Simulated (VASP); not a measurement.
TiTe:

```
Te Ti
1.0
     2.02124    3.50088    0.00000
    -2.02124    3.50088    0.00000
     0.00000    0.00000    5.73443
Te Ti
2 2
Direct
  0.33330 0.33340 0.25000
  0.66660 0.66670 0.75000
  0.00000 0.00000 0.00000
  0.00000 0.00000 0.50000
```

- Program: VASP 6.6.1
- Task: relaxation of cell and atoms
- Functional: r2SCAN
- Potentials or basis: VASP PAW PBE potentials, release 64 (Te, Ti_sv)
- Cutoff: 550 eV
- k mesh: 5 × 5 × 3
- Occupations: fermi-dirac, width 0.1 eV
- Spin: collinear spin
- Starting moments: [-1.0, -1.0, 0.5, -1.0] μB

At the start: pressure 12.3 GPa; volume 20.29 Å³/atom.

**Question.** Where does the relaxation end?

**Answer.** Over 19 steps the energy falls by 133.3 meV/atom and the volume is 21.56 Å³/atom (+6.3 %); space group P6_3/mmc (No. 194, to 0.1 Å) before and after; moment 0.00 μB per cell.

The path:
```
step  energy change (eV)  largest force (eV/Å)  pressure (GPa)  volume (Å³)
   1              0.0000                0.0021           12.29        81.15
   2             -0.0855                0.0002           -7.17       100.83
   3             -0.3362                0.0007           -0.18        90.86
   4             -0.3362                0.0008            0.01        90.66
   5             -0.3384                0.0004            0.00        90.60
   6             -0.3467                0.0009           -0.03        90.40
   7             -0.3716                0.0032           -0.13        89.95
   8             -0.4340                0.0080           -0.11        88.85
   9             -0.5274                0.0181            0.79        85.91
  10              0.3476                0.0339            7.33        77.48
  11             -0.5301                0.0168            0.90        85.58
  12             -0.5299                0.0176            1.05        85.18
  13             -0.5306                0.0133            0.25        85.70
  14             -0.5310                0.0148            0.56        85.50
  15             -0.5321                0.0123            0.38        85.71
  16             -0.5332                0.0058           -0.04        86.24
  17             -0.5332                0.0056           -0.05        86.26
  18             -0.5332                0.0054           -0.06        86.27
  19             -0.5332                0.0033           -0.03        86.25
```

Final structure:
```cif
data_structure
_symmetry_space_group_name_H-M 'P 1'
_symmetry_Int_Tables_number 1
_cell_length_a 3.7470
_cell_length_b 3.7470
_cell_length_c 7.0932
_cell_angle_alpha 90.000
_cell_angle_beta 90.000
_cell_angle_gamma 60.006
_cell_volume 86.25
loop_
_atom_site_label
_atom_site_type_symbol
_atom_site_fract_x
_atom_site_fract_y
_atom_site_fract_z
_atom_site_occupancy
Te1 Te 0.33337 0.33328 0.25000 1
Te2 Te 0.66672 0.66663 0.75000 1
Ti1 Ti 0.99991 0.00009 0.00000 1
Ti2 Ti 0.99991 0.00009 0.50000 1
```

Caveat: the k points lie up to 0.39 Å⁻¹ apart in the final cell; a cell axis changed by over 15 % at a fixed basis, so the end point is rough; the PAW data sets were made with another functional, which shifts forces and pressure a little.
